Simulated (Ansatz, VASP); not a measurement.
# One calculation of Co, two programs

```
Co
1.0
     2.51900    0.00000    0.00000
    -1.25950    2.18152    0.00000
     0.00000    0.00000   23.18200
Co
5
Direct
  0.33333 0.66667 0.32353
  0.66667 0.33333 0.41176
  0.33333 0.66667 0.50000
  0.66667 0.33333 0.58824
  0.33333 0.66667 0.67647
```

Alike in both runs: task single point; functional PBE; k mesh 12 × 12 × 1; occupations fermi-dirac, width 0.05 eV; collinear spin.

```csv
,VASP,Ansatz
version,VASP 6.6.1,Ansatz 0.2.0
potentials or method,"VASP PAW PBE potentials, release 64 (Co)",Ansatz PAW
plane-wave cutoff (eV),520,420
valence electrons in the cell,45,85
```

Ansatz gave:

* gap on the k mesh at the Fermi level (eV): none
* rms of the force components (eV/Å): 0.233
* net moment per atom (μB): 1.74
* size of the moment on the site where the two differ most (μB): 1.79

Task: Which values does VASP return?

Result: gap on the k mesh at the Fermi level (eV): none; rms of the force components (eV/Å): 0.242; net moment per atom (μB): 1.73; size of the moment on the site where the two differ most (μB): 1.73.

Site moments also hang on the region over which each program counts them. Atom by atom the forces differ by 0.011 eV/Å (rms over components). A gap of «none» marks a metal or a gap that the smearing closes. With one functional, cell and mesh, what is left measures potentials, basis and numerics. VASP's potentials hold 45 valence electrons a cell and Ansatz's 85, so a difference there can come from the potentials and not from the codes.
